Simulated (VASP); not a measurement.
Here is a VASP 6.6.1 calculation.

File POSCAR:

```
Li
1.0
   -1.6728527811      1.6728527811      1.6728527811
    1.6728527811     -1.6728527811      1.6728527811
    1.6728527811      1.6728527811     -1.6728527811
Li
1
Direct
    0.0000000000      0.0000000000      0.0000000000
```

The input INCAR.step1:

```
PREC     = Accurate       # precision mode
ENCUT    = 520            # plane-wave cutoff, eV
EDIFF    = 1E-5           # SCF threshold, eV
ISMEAR   = -1             # smearing method
SIGMA    = 0.1            # smearing width, eV
LREAL    = False          # projectors in reciprocal space
LASPH    = True           # aspherical terms in the spheres
NELM     = 100            # most SCF steps
ALGO     = Normal         # electronic algorithm
ISIF     = 2              # what is computed and relaxed
LWAVE    = True           # write WAVECAR
LCHARG   = False          # write CHGCAR
NBANDS   = 8              # bands
GGA      = PE             # functional
```

The input INCAR.step2:

```
PREC     = Accurate       # precision mode
ENCUT    = 520            # plane-wave cutoff, eV
EDIFF    = 1E-7           # SCF threshold, eV
ISMEAR   = -1             # smearing method
SIGMA    = 0.1            # smearing width, eV
LREAL    = False          # projectors in reciprocal space
LASPH    = True           # aspherical terms in the spheres
NELM     = 100            # most SCF steps
ALGO     = Normal         # electronic algorithm
ISIF     = 2              # what is computed and relaxed
LWAVE    = False          # write WAVECAR
LCHARG   = False          # write CHGCAR
GGA      = PE             # functional
LHFCALC  = True           # exact exchange
HFSCREEN = 0.2079         # screening, 1/A
PRECFOCK = Normal       
NBANDS   = 8              # bands
ISTART   = 1
```

File KPOINTS:

```
Automatic mesh
0
Gamma
  6 6 6
```

Potentials or basis: VASP PAW PBE potentials, release 64 (Li_sv).

Run with:

```console
$ cat potpaw_PBE.64/Li_sv/POTCAR > POTCAR
$ cp INCAR.step1 INCAR
$ mpirun -np 1 vasp_std > vasp.out
$ cp INCAR.step2 INCAR
$ mpirun -np 1 vasp_std > vasp.out
```

Question: Predict the band gap on the k mesh.

Answer: Zero (an odd number of electrons rules out a gap without spin polarisation).

Caveat: the k points lie up to 0.44 Å⁻¹ apart, too coarse for converged energies and pressures of a metal.
